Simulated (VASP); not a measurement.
Wanted: the native input for a VASP 6.6.1 run.

| Quantity | Value |
| --- | --- |
| Task | single point |
| Functional | PBEsol |
| Potentials or basis | VASP PAW PBE potentials, release 64 (Bi_d) |
| Cutoff | 520 eV |
| k mesh | 12 × 12 × 12 |
| Occupations | fermi-dirac, width 0.05 eV |
| Spin | no spin polarisation |
| Dipole correction | no |
| Further INCAR settings | ALGO = Normal; EDIFF = 1e-07; NBANDS = 14 |

The structure of Bi lies in POSCAR:

```
Bi
1.0
    3.2237462204      0.0000000000      0.0000000000
    0.0000000000      3.2237462204      0.0000000000
    0.0000000000      0.0000000000      3.2237462204
Bi
1
Direct
    0.0000000000      0.0000000000      0.0000000000
```

The input as run:

INCAR

```
SYSTEM = Bi
PREC = Accurate ; ENCUT = 520
EDIFF = 1E-7 ; ISMEAR = -1
SIGMA = 0.05 ; LREAL = .FALSE.
LASPH = .TRUE. ; NELM = 80
ALGO = Normal ; ISIF = 2
LWAVE = .FALSE. ; LCHARG = .TRUE.
GGA = PS ; LELF = .TRUE.
LVHAR = .TRUE. ; NBANDS = 14
```

KPOINTS

```
Automatic mesh
0
G
  12 12 12
  0 0 0
```

Potentials or basis: VASP PAW PBE potentials, release 64 (Bi_d).

Launch:

```sh
$ cat potpaw_PBE.64/Bi_d/POTCAR > POTCAR
$ mpirun -np 1 vasp_std > vasp.out
```

Results of the run:

```
Pressure : -0.1 GPa
```

Caveat: the PAW data sets were made with another functional, which shifts forces and pressure a little.

Wall time 8.1 s on 1 thread of Intel(R) Xeon(R) 6975P-C (Granite Rapids), on a shared host, peak memory 0.16 GiB.
